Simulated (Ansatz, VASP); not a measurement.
LiF: VASP beside Ansatz

Contents of INCAR:

```
  PREC = Accurate
  ENCUT = 520
  EDIFF = 1E-6
  ISMEAR = 0
  SIGMA = 0.05
  LREAL = F
  LASPH = T
  NELM = 60
  ALGO = Normal
  ISIF = 2
  LWAVE = F
  LCHARG = F
  GGA = PE
  NBANDS = 12
```

KPOINTS

```
regular mesh
0
Gamma
  10 10 10
```

File POSCAR:

```
LiF
1.0
    2.5595330000      0.0000000000      0.0000000000
    0.0000000000      2.5595330000      0.0000000000
    0.0000000000      0.0000000000      2.7642956400
Li F
1 1
Direct
    0.0000000000      0.0000000000      0.0000000000
    0.5000000000      0.5000000000      0.5000000000
```

Input for Ansatz:

```yaml
crystal:
  lattice:
    - [2.559533, 0.0, 0.0]
    - [0.0, 2.559533, 0.0]
    - [0.0, 0.0, 2.76429564]
  atoms:
    - { symbol: Li, position: [0.0, 0.0, 0.0] }
    - { symbol: F, position: [0.5, 0.5, 0.5] }
basis:
  ecutwfc: 420
kpoints:
  mp_grid: { grid: [10, 10, 10] }
hamiltonian:
  xc: pbe
scf:
  occupations: { method: gaussian, width: 0.05 }
output:
  forces: true
  stress: true
  eigenvalues: true
```

Change from the starting cell: strain +0.000 along x and y, +0.080 along z, atoms carried along.

Alike in both runs: task single point; functional PBE; k mesh 10 × 10 × 10; occupations gaussian, width 0.05 eV; no spin polarisation.

```csv
,VASP,Ansatz
version,VASP 6.6.1,Ansatz 0.2.0
potentials or method,"VASP PAW PBE potentials, release 64 (Li_sv, F), cutoff 520 eV","scalar-relativistic, plane waves, PAW"
valence electrons in the cell,10,10
```

```csv
,VASP,Ansatz,Ansatz less VASP
gap on the k mesh at the Fermi level (eV),6.65,6.65,-0.007
least direct gap on the mesh (eV),7.17,7.17,-0.008
```

Noted on VASP's run: the cutoff is short for stress, so the pressure is rough.
